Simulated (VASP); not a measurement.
# CdS (P6_3mc) in VASP: further runs

CdS is run at these levels: r2SCAN; tasks: single point, relaxation of cell and atoms.

Program: VASP 6.6.1. These are calculated values, not measurements. Logs are shortened: lines on timing, memory, paths and dates and some standing lists are left out, and cuts for length are marked.

## (1) The cell of the first run

Symmetry: P6_3mc, No. 186, hexagonal system. Conventional cell: a = 4.164 Å, b = 4.164 Å, c = 6.766 Å, α = 90.00°, β = 90.00°, γ = 120.00°. Within 3.4 Å of Cd (site symmetry 3m) lie 4 S at 2.54 to 2.55 Å. Within 3.4 Å of S (site symmetry 3m) lie 4 Cd at 2.54 to 2.55 Å.

## (2) Single point, r2SCAN

Contents of POSCAR:

```
CdS
1.0
    4.1637941282      0.0000000000      0.0000000000
   -2.0818970641      3.6059514912      0.0000000000
    0.0000000000      0.0000000000      6.7662481659
Cd S
2 2
Direct
    0.3333333333      0.6666666667     -0.0009613669
    0.6666666667      0.3333333333      0.4990386331
    0.3333333333      0.6666666667      0.3759613669
    0.6666666667      0.3333333333      0.8759613669
```

Contents of INCAR.step1:

```
PREC = Accurate
ENCUT = 520
ISMEAR = -1
SIGMA = 0.1
LREAL = False
LASPH = True
NELM = 60
NBANDS = 26
GGA = PE
ALGO = Normal
EDIFF = 1E-4
LWAVE = True
LCHARG = False
```

Contents of INCAR.step2:

```
PREC = Accurate
ENCUT = 520
EDIFF = 1E-6
ISMEAR = -1
SIGMA = 0.1
LREAL = False
LASPH = True
NELM = 60
ALGO = Normal
ISIF = 2
LWAVE = False
LCHARG = False
METAGGA = R2SCAN
LMIXTAU = True
NBANDS = 26
ISTART = 1
```

Contents of KPOINTS:

```
Automatic mesh
0
Gamma
  10 10 6
```

Potentials or basis: VASP PAW PBE potentials, release 64 (Cd, S).

Launch:

```bash
$ cat potpaw_PBE.64/Cd/POTCAR potpaw_PBE.64/S/POTCAR > POTCAR
$ cp INCAR.step1 INCAR
$ mpirun -np 1 vasp_std > vasp.out
$ cp INCAR.step2 INCAR
$ mpirun -np 1 vasp_std > vasp.out
```

OUTCAR:

```text
PREC = Accurate
   ENCUT = 520
   EDIFF = 1E-6
   ISMEAR = -1
   LREAL = False
   LASPH = True
   NELM = 60
   ISIF = 2
   METAGGA = R2SCAN
   ISTART = 1

 ion  position               nearest neighbor table
   1  0.333  0.667  0.999-   4 2.54   4 2.54   4 2.54   3 2.55
   2  0.667  0.333  0.499-   3 2.54   3 2.54   3 2.54   4 2.55
   3  0.333  0.667  0.376-   2 2.54   2 2.54   2 2.54   1 2.55
   4  0.667  0.333  0.876-   1 2.54   1 2.54   1 2.54   2 2.55

  LATTYP: Found a hexagonal cell.
 ALAT       =     4.1637941282
 C/A-ratio  =     1.6250198635

  Lattice vectors:

 A1 = (   4.1637941282,   0.0000000000,   0.0000000000)
 A2 = (  -2.0818970641,   3.6059514912,   0.0000000000)
 A3 = (   0.0000000000,   0.0000000000,   6.7662481659)

Analysis of symmetry for initial positions (statically):
=====================================================================
 Subroutine PRICEL returns:
 Original cell was already a primitive cell.

 Routine SETGRP: Setting up the symmetry group for a
 hexagonal supercell.

 Subroutine GETGRP returns: Found 12 space group operations
 (whereof  6 operations were pure point group operations)
 out of a pool of 24 trial point group operations.

The static configuration has the point symmetry C_3v.
 The point group associated with its full space group is C_6v.

Analysis of symmetry for dynamics (positions and initial velocities):
=====================================================================
 Subroutine PRICEL returns:
 Original cell was already a primitive cell.

 Routine SETGRP: Setting up the symmetry group for a
 hexagonal supercell.

 Subroutine GETGRP returns: Found 12 space group operations
 (whereof  6 operations were pure point group operations)
 out of a pool of 24 trial point group operations.

The dynamic configuration has the point symmetry C_3v.
 The point group associated with its full space group is C_6v.

 Subroutine INISYM returns: Found 12 space group operations
 (whereof  6 operations are pure point group operations),
 and found     1 'primitive' translations

----------------------------------------------------------------------------------------

                                     Primitive cell

  volume of cell :     101.5914

  direct lattice vectors                    reciprocal lattice vectors
     4.163794128  0.000000000  0.000000000     0.240165572  0.138659658  0.000000000
    -2.081897064  3.605951491  0.000000000     0.000000000  0.277319316  0.000000000
     0.000000000  0.000000000  6.766248166     0.000000000  0.000000000  0.147792392

  length of vectors
     4.163794128  4.163794128  6.766248166     0.277319316  0.277319316  0.147792392

  position of ions in fractional coordinates (direct lattice)
     0.333333333  0.666666667  0.999038633
     0.666666667  0.333333333  0.499038633
     0.333333333  0.666666667  0.375961367
     0.666666667  0.333333333  0.875961367

  ion indices of the primitive-cell ions
   primitive index   ion index
                 1           1
                 2           2
                 3           3
                 4           4

----------------------------------------------------------------------------------------

 KPOINTS: Automatic mesh

Automatic generation of k-mesh.
 Grid dimensions read from file:
 generate k-points for:   10   10    6

 Generating k-lattice:

  Cartesian coordinates                     Fractional coordinates (reciprocal lattice)
     0.024016557  0.013865966  0.000000000     0.100000000  0.000000000  0.000000000
     0.000000000  0.027731932  0.000000000     0.000000000  0.100000000  0.000000000
     0.000000000  0.000000000  0.024632065     0.000000000  0.000000000  0.166666667

  Length of vectors
     0.027731932  0.027731932  0.024632065

  Shift w.r.t. Gamma in fractional coordinates (k-lattice)
     0.000000000  0.000000000  0.000000000

 Subroutine IBZKPT returns following result:
 ===========================================

 Found     56 irreducible k-points:

 Following reciprocal coordinates:
            Coordinates               Weight
  0.000000  0.000000  0.000000      1.000000
  0.100000  0.000000  0.000000      6.000000
  0.200000  0.000000  0.000000      6.000000
  0.300000  0.000000  0.000000      6.000000
  0.400000  0.000000  0.000000      6.000000
  0.500000  0.000000  0.000000      3.000000
[... 16 lines left out ...]
  0.300000  0.100000  0.166667     24.000000
  0.400000  0.100000  0.166667     24.000000
 [... further k-points ...]
   k-points           NKPTS =     56   k-points in BZ     NKDIM =     56   number of bands    NBANDS=     26
   number of dos      NEDOS =    301   number of ions     NIONS =      4
   total plane-waves  NPLWV =  51200
   dimension x,y,z NGX =    32 NGY =   32 NGZ =   50
   dimension x,y,z NGXF=    64 NGYF=   64 NGZF=  100
   ions per type =               2   2
   NGX,Y,Z   is equivalent  to a cutoff of  12.78, 12.78, 12.28 a.u.
   NGXF,Y,Z  is equivalent  to a cutoff of  25.55, 25.55, 24.57 a.u.
 SYSTEM =  unknown system
   PREC   = accura    normal or accurate (medium, high low for compatibility)
   ISTART =      1    job   : 0-new  1-cont  2-samecut
   ICHARG =      0    charge: 1-file 2-atom 10-const
   ISPIN  =      1    spin polarized calculation?
   LNONCOLLINEAR =      F non collinear calculations
   LSORBIT =      F    spin-orbit coupling
   LASPH  =      T    aspherical Exc in radial PAW
   ENCUT  =  520.0 eV  38.22 Ry    6.18 a.u.   7.74  7.74 12.58*2*pi/ulx,y,z
   NELM   =     60;   NELMIN=  2; NELMDL=  0     # of ELM steps
   EDIFF  = 0.1E-05   stopping-criterion for ELM
   LREAL  =      F    real-space projection
   EDIFFG = 0.1E-04   stopping-criterion for IOM
   NSW    =      0    number of steps for IOM
   IBRION =     -1    ionic relax: 0-MD 1-quasi-New 2-CG
   NFREE  =      0    steps in history (QN), initial steepest desc. (CG)
   ISIF   =      2    stress and relaxation
   ISYM   =      2    0-nonsym 1-usesym 2-fastsym
   POTIM  = 0.5000    time-step for ionic-motion
   TEBEG  =    0.0;   TEEND  =   0.0 temperature during run
   PSTRESS=    0.0 pullay stress
   NELECT =      36.0000    total number of electrons
   NUPDOWN=      -1.0000    fix difference up-down
   EMIN   =  10.00;   EMAX   =-10.00  energy-range for DOS
   EFERMI =   0.00;   METHOD = LEGACY
   ISMEAR =    -1;   SIGMA  =   0.10  broadening in eV -4-tet -1-fermi 0-gaus
   EFERMI_NEDOS =   21; number of points for ismear=-14 and -15
   IALGO  =     38    algorithm
   IMIX   =      4    mixing-type and parameters
     AMIX     =   0.40;   BMIX     =  1.00
     AMIX_MAG =   1.60;   BMIX_MAG =  1.00
  volume/ion in A,a.u.               =      25.40       171.39
  Fermi-wavevector in a.u.,A,eV,Ry     =   1.158484  2.189217 18.260172  1.342085
  Thomas-Fermi vector in A             =   2.295086
   LORBIT       =      0    0 simple, 1 ext, 2 COOP (PROOUT), +10 PAW based schemes
   METAGGA = R2SCAN    functional components
   LHFCALC =     F    Hartree Fock is set to
   AEXX    =    0.0000 exact exchange contribution
   IVDW    =     0    specifies the selected vdW correction
   LEPSILON=     F    determine dielectric tensor
   LRPA    =     F    only Hartree local field effects (RPA)
 non-spin polarized calculation
  energy-cutoff  :      520.00
  volume of cell :      101.59
 maximum number of plane-waves:      2786
 NGX is ok and might be reduce to    32
   NGX = 15   NGY = 15   NGZ = 25

 number of electron      35.9999998 magnetization

 Free energy of the ion-electron system (eV)
  ---------------------------------------------------
  ext. energy  EPLUGINS =         0.00000000
  ---------------------------------------------------
  free energy    TOTEN  =       -59.38256561 eV

  energy without entropy =      -59.38255650  energy(sigma->0) =      -59.38256106

 E-fermi :   1.8093     XC(G=0):  -9.6108

 val. band max:        0.8466446506   @ k =   0.0000   0.0000   0.0000
 cond. band min:       2.4741428022   @ k =   0.0000   0.0000   0.0000
 fundamental gap:      1.6274981516
 Fermi energy:         1.8092570384

 k-point     1 :       0.0000    0.0000    0.0000
  band No.  band energies     occupation
      1     -11.8843      2.00000
      2     -11.4704      2.00000
      3      -7.0142      2.00000
      4      -7.0095      2.00000
      5      -7.0095      2.00000
      6      -6.9231      2.00000
[... 18 lines left out ...]
     25       8.9679      0.00000
     26       8.9679      0.00000

 k-point     2 :       0.1000    0.0000    0.0000
  band No.  band energies     occupation
      1     -11.8499      2.00000
      2     -11.4551      2.00000
      3      -7.0044      2.00000
      4      -6.9947      2.00000
      5      -6.9796      2.00000
      6      -6.9060      2.00000
[... 18 lines left out ...]
     25       8.8801      0.00000
     26       9.1907      0.00000

 k-point     3 :       0.2000    0.0000    0.0000
  band No.  band energies     occupation
      1     -11.7575      2.00000
      2     -11.4171      2.00000
      3      -6.9712      2.00000
      4      -6.9588      2.00000
      5      -6.8999      2.00000
      6      -6.8499      2.00000
[... 18 lines left out ...]
     25       9.0449      0.00000
     26       9.7865      0.00000

 k-point     4 :       0.3000    0.0000    0.0000
  band No.  band energies     occupation
      1     -11.6364      2.00000
      2     -11.3762      2.00000
      3      -6.9374      2.00000
      4      -6.9221      2.00000
      5      -6.8074      2.00000
      6      -6.7827      2.00000
[... 18 lines left out ...]
     25       9.5568      0.00000
     26       9.9930      0.00000
[... 496 lines left out ...]
      1     -11.6584      2.00000
      2     -11.4068      2.00000
      3      -6.9359      2.00000
      4      -6.9304      2.00000
      5      -6.8388      2.00000
      6      -6.8245      2.00000
[... 18 lines left out ...]
     25       9.2972      0.00000
     26       9.8992      0.00000

 k-point    23 :       0.3000    0.1000    0.1667
  band No.  band energies     occupation
      1     -11.5478      2.00000
      2     -11.3703      2.00000
      3      -6.9117      2.00000
      4      -6.9007      2.00000
      5      -6.7819      2.00000
      6      -6.7616      2.00000
[... 18 lines left out ...]
     25       9.4465      0.00000
     26      10.2979      0.00000

 k-point    24 :       0.4000    0.1000    0.1667
  band No.  band energies     occupation
      1     -11.4701      2.00000
      2     -11.3573      2.00000
      3      -6.9037      2.00000
      4      -6.8837      2.00000
      5      -6.7461      2.00000
      6      -6.7261      2.00000
[... 18 lines left out ...]
     25       9.6890      0.00000
     26      11.0483      0.00000

 [... further k-points ...]
[... 5 lines left out ...]
  --------------------------------------------------------------------------------------
  -------------------------------------------------------------------------------------
  Total        0.1999281      0.1999281      0.2023390      0.0000000      0.0000000      0.0000000
  in kB        3.1530243      3.1530243      3.1910467      0.0000000      0.0000000      0.0000000
  external PRESSURE =       3.1656984 kB  Pullay stress =       0.0000000 kB

 VOLUME and BASIS-vectors are now :
 -----------------------------------------------------------------------------
  energy-cutoff  :      520.00
  volume of cell :      101.59
      direct lattice vectors                 reciprocal lattice vectors
     4.163794128  0.000000000  0.000000000     0.240165572  0.138659658  0.000000000
    -2.081897064  3.605951491  0.000000000     0.000000000  0.277319316  0.000000000
     0.000000000  0.000000000  6.766248166     0.000000000  0.000000000  0.147792392

 POSITION                                       TOTAL-FORCE (eV/Angst)
 -----------------------------------------------------------------------------------
     -0.00000      2.40397      6.75974        -0.000000     -0.000000     -0.000054
      2.08190      1.20198      3.37662         0.000000      0.000000     -0.000054
     -0.00000      2.40397      2.54385         0.000000     -0.000000      0.000054
      2.08190      1.20198      5.92697        -0.000000     -0.000000      0.000054
 -----------------------------------------------------------------------------------
    total drift:                               -0.000000     -0.000000     -0.007684

  FREE ENERGIE OF THE ION-ELECTRON SYSTEM (eV)
  ---------------------------------------------------
  free  energy   TOTEN  =       -59.3825656127 eV

  energy  without entropy=      -59.3825565001  energy(sigma->0) =      -59.38256106
```

It took 4.1 min on 1 thread of Intel Xeon Platinum 8488C (Sapphire Rapids), shared host; peak memory 0.31 GiB.

Results:

| Item | Value |
| --- | --- |
| Free energy | -59.3826 eV |
| Pressure | 0.3 GPa |
| Band gap on the k mesh | 1.63 eV |

Caveat: the PAW data sets were made with another functional, which shifts forces and pressure a little. A k mesh can miss the band edges.

[end of part 1 of 2]
